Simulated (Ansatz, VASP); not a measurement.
MgO: VASP beside Ansatz

File POSCAR:

```
MgO
1.0
    0.0563380867      2.1021674158      2.1021674158
    2.1021674158      0.0563380867      2.1021674158
    2.1585055026      2.1585055026      0.0000000001
Mg O
1 1
Direct
    0.0000000000      0.0000000000      0.0000000000
    0.5000000000      0.5000000000      0.5000000000
```

File INCAR.step1:

```
SYSTEM = MgO
ALGO = Normal
EDIFF = 1E-5
ENCUT = 920
GGA = PE
GGA_COMPAT = .FALSE.
ISMEAR = 0
LASPH = .TRUE.
LCHARG = .FALSE.
LREAL = .FALSE.
LWAVE = .TRUE.
NBANDS = 15
NELM = 120
PREC = Accurate
SIGMA = 0.01
```

INCAR.step2

```
SYSTEM = MgO
ALGO = Normal
EDIFF = 1E-6
ENCUT = 920
GGA_COMPAT = .FALSE.
ISIF = 2
ISMEAR = 0
ISTART = 1
LASPH = .TRUE.
LCHARG = .TRUE.
LELF = .TRUE.
LMIXTAU = .TRUE.
LREAL = .FALSE.
LVHAR = .TRUE.
LWAVE = .FALSE.
METAGGA = R2SCAN
NBANDS = 15
NELM = 120
PREC = Accurate
SIGMA = 0.01
```

File KPOINTS:

```
k-points
0
G
  10 10 10
  0 0 0
```

Input for Ansatz:

```yaml
crystal:
  lattice:
    - [0.0563380867, 2.1021674158, 2.1021674158]
    - [2.1021674158, 0.0563380867, 2.1021674158]
    - [2.1585055026, 2.1585055026, 1.0e-10]
  atoms:
    - { symbol: Mg, position: [0.0, 0.0, 0.0] }
    - { symbol: O, position: [0.5, 0.5, 0.5] }
kpoints:
  mp_grid: { grid: [10, 10, 10] }
  band_path:
    path:
      - [0.0, 0.0, 0.0]
      - [0.5, 0.0, 0.5]
      - [0.625, 0.25, 0.625]
      - [0.375, 0.375, 0.75]
      - [0.5, 0.5, 0.5]
      - [0.5, 0.25, 0.75]
    npoints: 1
hamiltonian:
  xc: r2scan
scf:
  occupations: { method: fixed }
  n_extra_bands: 4
output:
  forces: true
  stress: true
  eigenvalues: true
  write_density: true
  write_potential: true
  elf: true
  volumetric_format: npy
```

Change from the starting cell: shear_xy strain +5.4%.

Alike in both runs: task single point; functional r2SCAN; k mesh 10 × 10 × 10; no spin polarisation.

|  | VASP | Ansatz |
| --- | --- | --- |
| version | VASP 6.6.1 | Ansatz 0.2.0 |
| potentials or method | VASP PAW PBE potentials, release 64 (Mg_sv, O) | plane waves, PAW |
| plane-wave cutoff (eV) | 920 | 500 |
| occupations | gaussian, width 0.01 eV | fixed |
| valence electrons in the cell | 16 | 16 |

|  | VASP | Ansatz | Ansatz less VASP |
| --- | --- | --- | --- |
| gap on the k mesh at the Fermi level (eV) | 5.46 | 5.44 | -0.016 |
| pressure (GPa) | 0.7 | 0.2 | -0.52 |
| traceless stress, the component that is largest in VASP (GPa) | -8.29 | -8.43 | -0.143 |

VASP's potentials were made for PBE, not for r2SCAN.
